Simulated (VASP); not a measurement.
Rh:

```
Rh
1.0
    -1.51103    1.51103    1.51103
     1.51103   -1.51103    1.51103
     1.51103    1.51103   -1.51103
Rh
1
Cartesian
  0.0000 0.0000 0.0000
```

| Item | Value |
| --- | --- |
| Program | VASP 6.6.1 |
| Task | relaxation of cell and atoms |
| Functional | PBE |
| Dispersion | D3(BJ) |
| Potentials or basis | VASP PAW PBE potentials, release 64 (Rh_pv) |
| Cutoff | 500 eV |
| k mesh | 20 × 20 × 20 |
| Occupations | gaussian, width 0.1 eV |
| Spin | no spin polarisation |

At the start: pressure 4.7 GPa; volume 13.80 Å³/atom.

Q: How do energy, volume and symmetry change on relaxing?

A: Over 15 steps the energy falls by 3.5 meV/atom and the volume is 14.04 Å³/atom (+1.8 %); space group Im-3m (No. 229, to 0.05 Å).

The path:
| step | energy change (eV) | largest force (eV/Å) | pressure (GPa) | volume (Å³) |
| --- | --- | --- | --- | --- |
| 1 | 0.0000 | 0.0000 | 4.68 | 13.80 |
| 2 | 0.0140 | 0.0000 | -9.31 | 14.62 |
| 3 | -0.0035 | 0.0000 | -0.05 | 14.05 |
| 4 | -0.0035 | 0.0000 | 0.04 | 14.04 |
| 5 | -0.0035 | 0.0000 | 0.04 | 14.04 |
| 6 | -0.0035 | 0.0000 | 0.03 | 14.04 |
| 7 | -0.0035 | 0.0000 | 0.03 | 14.04 |
| 8 | -0.0035 | 0.0000 | 0.03 | 14.04 |
| 9 | -0.0035 | 0.0000 | 0.03 | 14.04 |
| 10 | -0.0035 | 0.0000 | 0.03 | 14.04 |
| 11 | -0.0035 | 0.0000 | 0.03 | 14.04 |
| 12 | -0.0035 | 0.0000 | 0.03 | 14.04 |
| 13 | -0.0035 | 0.0000 | 0.03 | 14.04 |
| 14 | -0.0035 | 0.0000 | 0.03 | 14.04 |
| 15 | -0.0035 | 0.0000 | 0.02 | 14.04 |

Final structure:
```xyz
1
Lattice="-1.5198 1.5198 1.5198 1.5198 -1.5198 1.5198 1.5198 1.5198 -1.5198" Properties=species:S:1:pos:R:3 pbc="T T T"
Rh    0.0000    0.0000    0.0000
```

Caveat: pairwise dispersion overbinds metals, which lowers pressure and volume.
